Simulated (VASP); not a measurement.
Here is a VASP 6.6.1 calculation.

File INCAR:

```
SYSTEM = BN
PREC = Accurate
ENCUT = 520
EDIFF = 1E-6
ISMEAR = 0
SIGMA = 0.05
LREAL = .False.
LASPH = .True.
NELM = 100
ALGO = Normal
ISIF = 2
LWAVE = .False.
LCHARG = .False.
LDIPOL = .True.
IDIPOL = 3
DIPOL = 0.5 0.5 0.501
GGA = PE
IVDW = 12
NBANDS = 21
```

Contents of KPOINTS:

```
regular mesh
0
Gamma
  12 12 1
  0 0 0
```

The input POSCAR:

```
BN
1.0
    2.5061138139      0.0000000000      0.0000000000
   -1.2530569069      2.1703582276      0.0000000000
    0.0000000000      0.0000000000     23.5926876535
B N
3 3
Direct
    0.6666666667      0.3333333333      0.3602811229
    0.3333333333      0.6666666667      0.5012728499
    0.0000000000      0.0000000000      0.6421125559
    0.3333333333      0.6666666667      0.3604048960
    0.0000000000      0.0000000000      0.5013214953
    0.6666666667      0.3333333333      0.6421936120
```

Potentials or basis: VASP PAW PBE potentials, release 64 (B, N).

The run is started by

```bash
$ cat potpaw_PBE.64/B/POTCAR potpaw_PBE.64/N/POTCAR > POTCAR
$ mpirun -np 1 vasp_std > vasp.out
```

**Question.** Estimate the band gap on the k mesh.

**Answer.** 4.27 eV (least direct gap 4.40 eV).

**Question.** Predict the largest force.

**Answer.** 0.057 eV/Å.

Forces on the atoms (eV/Å):
```
B    0.000  0.000  0.056
B    0.000  0.000  0.006
B    0.000  0.000  0.004
N    0.000  0.000 -0.057
N    0.000  0.000 -0.007
N    0.000  0.000 -0.003
```
